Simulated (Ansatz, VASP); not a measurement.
**BaTe in VASP and in Ansatz**

File INCAR:

```
SYSTEM = BaTe
PREC = Accurate
ENCUT = 520
EDIFF = 1E-7
ISMEAR = -1
SIGMA = 0.02
LREAL = .False.
LASPH = .True.
NELM = 60
ALGO = Normal
ISIF = 2
LWAVE = .False.
LCHARG = .False.
GGA = PE
NBANDS = 24
```

File KPOINTS:

```
regular mesh
0
Gamma
  6 6 4
  0 0 0
```

File POSCAR:

```
BaTe
1.0
    5.9721828061      0.0000000000      0.0000000000
   -2.9860914030      5.1720620261      0.0000000000
    0.0000000000      0.0000000000      7.0036853471
Ba Te
2 2
Direct
    0.3333333333      0.6666666667     -0.0625000000
    0.6666666667      0.3333333333      0.4375000000
    0.3333333333      0.6666666667      0.4375000000
    0.6666666667      0.3333333333      0.9375000000
```

Input for Ansatz:

```yaml
crystal:
  lattice:
    - [5.9721828061, 0.0, 0.0]
    - [-2.986091403, 5.1720620261, 0.0]
    - [0.0, 0.0, 7.0036853471]
  atoms:
    - { symbol: Ba, position: [0.3333333333, 0.6666666667, -0.0625] }
    - { symbol: Ba, position: [0.6666666667, 0.3333333333, 0.4375] }
    - { symbol: Te, position: [0.3333333333, 0.6666666667, 0.4375] }
    - { symbol: Te, position: [0.6666666667, 0.3333333333, 0.9375] }
kpoints:
  mp_grid: { grid: [6, 6, 4] }
  band_path:
    path:
      - [0.0, 0.0, 0.0]
      - [0.5, 0.0, 0.0]
      - [0.3333333333, 0.3333333333, 0.0]
      - [0.0, 0.0, 0.5]
      - [0.5, 0.0, 0.5]
      - [0.3333333333, 0.3333333333, 0.5]
    npoints: 1
hamiltonian:
  xc: pbe
scf:
  occupations: { method: fermi_dirac, width: 0.02 }
  n_extra_bands: 5
output:
  forces: true
  stress: true
  eigenvalues: true
```

Alike in both runs: task single point; functional PBE; k mesh 6 × 6 × 4; occupations fermi-dirac, width 0.02 eV; no spin polarisation.

|  | VASP | Ansatz |
| --- | --- | --- |
| version | VASP 6.6.1 | Ansatz 0.2.0 |
| potentials or method | VASP PAW PBE potentials, release 64 (Ba_sv, Te) | plane waves, PAW |
| plane-wave cutoff (eV) | 520 | 420 |
| valence electrons in the cell | 32 | 52 |

|  | VASP | Ansatz | Ansatz less VASP |
| --- | --- | --- | --- |
| gap on the k mesh at the Fermi level (eV) | 1.89 | 1.96 | +0.074 |
| pressure (GPa) | 0.2 | 0.0 | -0.24 |

VASP's potentials hold 32 valence electrons a cell and Ansatz's 52, so a difference there can come from the potentials and not from the codes.

Spin-orbit coupling is off throughout.
